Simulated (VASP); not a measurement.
Here is a VASP 6.6.1 calculation.

Contents of INCAR:

```
SYSTEM = BaHf3H2
  PREC = Accurate
  ENCUT = 600
  EDIFF = 1E-6
  ISMEAR = 0
  SIGMA = 0.1
  LREAL = .FALSE.
  LASPH = .TRUE.
  NELM = 60
  ALGO = Normal
  ISIF = 3
  LWAVE = .FALSE.
  LCHARG = .FALSE.
  GGA = PE
  IBRION = 2
  NSW = 90
  EDIFFG = -0.04
```

KPOINTS

```
Automatic mesh
0
G
  4 4 4
  0 0 0
```

File POSCAR:

```
BaHf3H2
1.0
    4.3307296232      0.0000000000      0.0000000000
    0.0000000000      4.3307296232      0.0000000000
    0.0000000000      0.0000000000      6.3323721343
Ba Hf H
1 3 2
Direct
    0.5000000000      0.5000000000      0.0000000000
    0.0000000000      0.0000000000      0.0000000000
    0.5000000000      0.5000000000      0.5000000000
    0.0000000000      0.0000000000      0.5000000000
    0.5000000000      0.0000000000      0.5000000000
    0.0000000000      0.5000000000      0.5000000000
```

Potentials or basis: VASP PAW PBE potentials, release 64 (Ba_sv, Hf_pv, H).

Launch:

```bash
$ cat potpaw_PBE.64/Ba_sv/POTCAR potpaw_PBE.64/Hf_pv/POTCAR potpaw_PBE.64/H/POTCAR > POTCAR
$ mpirun -np 1 vasp_std > vasp.out
```

**Question.** Estimate the relaxed cell.

**Answer.** a = 4.346 Å, b = 4.346 Å, c = 6.302 Å, α = 90.00°, β = 90.00°, γ = 90.00°.

**Question.** Predict the relaxed volume.

**Answer.** 19.84 Å³/atom.

Step by step:
| step | energy change (eV) | largest force (eV/Å) | pressure (GPa) | volume (Å³) |
| --- | --- | --- | --- | --- |
| 1 | 0.0000 | 0.0000 | 0.12 | 118.77 |
| 2 | -0.0030 | 0.0000 | -0.15 | 119.02 |

Caveat: the k points lie up to 0.36 Å⁻¹ apart in the final cell, too coarse for converged energies and pressures of a metal.
